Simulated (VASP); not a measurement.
Write the native input for VASP 6.6.1 that does the following.

```
Task                   : relaxation of cell and atoms
Functional             : PBE
Dispersion             : D4
Potentials or basis    : VASP PAW PBE potentials, release 64 (Te, Sn_d)
Cutoff                 : 600 eV
k mesh                 : 7 × 7 × 7
Occupations            : fermi-dirac, width 0.05 eV
Spin                   : no spin polarisation
Dipole correction      : no
Further INCAR settings : ALGO = Normal; EDIFF = 1e-07; IBRION = 2; EDIFFG = -0.02; NSW = 80; ISIF = 3
```

The structure of SnTe lies in POSCAR:

```
SnTe
1.0
    0.0000000000      3.1508500000      3.1508500000
    3.1508500000      0.0000000000      3.1508500000
    3.1508500000      3.1508500000      0.0000000000
Te Sn
1 1
Direct
    0.5000000000      0.5000000000      0.5000000000
    0.0000000000      0.0000000000      0.0000000000
```

The input as run:

INCAR

```
SYSTEM = SnTe
PREC = Accurate ; ENCUT = 600
EDIFF = 1E-7 ; ISMEAR = -1
SIGMA = 0.05 ; LREAL = .FALSE.
LASPH = .TRUE. ; NELM = 100
ALGO = Normal ; ISIF = 3
LWAVE = .FALSE. ; LCHARG = .FALSE.
GGA = PE ; IVDW = 13
IBRION = 2 ; NSW = 80
EDIFFG = -0.02
```

KPOINTS

```
regular mesh
0
G
  7 7 7
  0 0 0
```

Potentials or basis: VASP PAW PBE potentials, release 64 (Te, Sn_d).

Command:

```sh
$ cat potpaw_PBE.64/Te/POTCAR potpaw_PBE.64/Sn_d/POTCAR > POTCAR
$ mpirun -np 1 vasp_std > vasp.out
```

Results of the run:

| Property | Result |
| --- | --- |
| Pressure after relaxing | 0.0 GPa |
| Dispersion energy per atom | -0.440 eV |

Caveat: the relaxation stopped at its first step, so nothing moved.

Wall time 57 s on 1 thread of AMD EPYC 7R13 (shared host), peak memory 0.18 GiB.
